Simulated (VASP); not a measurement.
Here is a VASP 6.6.1 calculation.

Contents of POSCAR:

```
SiC
1.0
    3.0577903148      0.0000000000      0.0000000000
   -1.5288951574      2.6481240921      0.0000000000
    0.0000000000      0.0000000000      5.0199095835
Si C
2 2
Direct
    0.3333333333      0.6666666667      0.4996069556
    0.6666666667      0.3333333333      0.9996069556
    0.3333333333      0.6666666667      0.8753930444
    0.6666666667      0.3333333333      0.3753930444
```

The input INCAR.step1:

```
SYSTEM = SiC
PREC = Accurate
ENCUT = 600
ISMEAR = 0
SIGMA = 0.02
LREAL = .FALSE.
LASPH = .TRUE.
NELM = 80
GGA = PE
ALGO = Normal
EDIFF = 1E-4
LWAVE = .TRUE.
LCHARG = .FALSE.
```

File INCAR.step2:

```
SYSTEM = SiC
PREC = Accurate
ENCUT = 600
EDIFF = 1E-6
ISMEAR = 0
SIGMA = 0.02
LREAL = .FALSE.
LASPH = .TRUE.
NELM = 80
ALGO = Normal
ISIF = 3
LWAVE = .FALSE.
LCHARG = .FALSE.
METAGGA = R2SCAN
LMIXTAU = .TRUE.
IBRION = 2
NSW = 70
EDIFFG = -0.008
PSTRESS = 40.0
ISTART = 1
```

File KPOINTS:

```
Automatic mesh
0
G
  12 12 6
  0 0 0
```

Potentials or basis: VASP PAW PBE potentials, release 64 (Si, C).

Command:

```sh
$ cat potpaw_PBE.64/Si/POTCAR potpaw_PBE.64/C/POTCAR > POTCAR
$ cp INCAR.step1 INCAR
$ mpirun -np 1 vasp_std > vasp.out
$ cp INCAR.step2 INCAR
$ mpirun -np 1 vasp_std > vasp.out
```

(1) What does it give for the relaxed cell?

(2) What does it give for the space group after relaxing (to 0.05 Å)?

Answers

(1) a = 3.056 Å, b = 3.056 Å, c = 5.017 Å, α = 90.00°, β = 90.00°, γ = 120.00°.

(2) P6_3mc (No. 186).
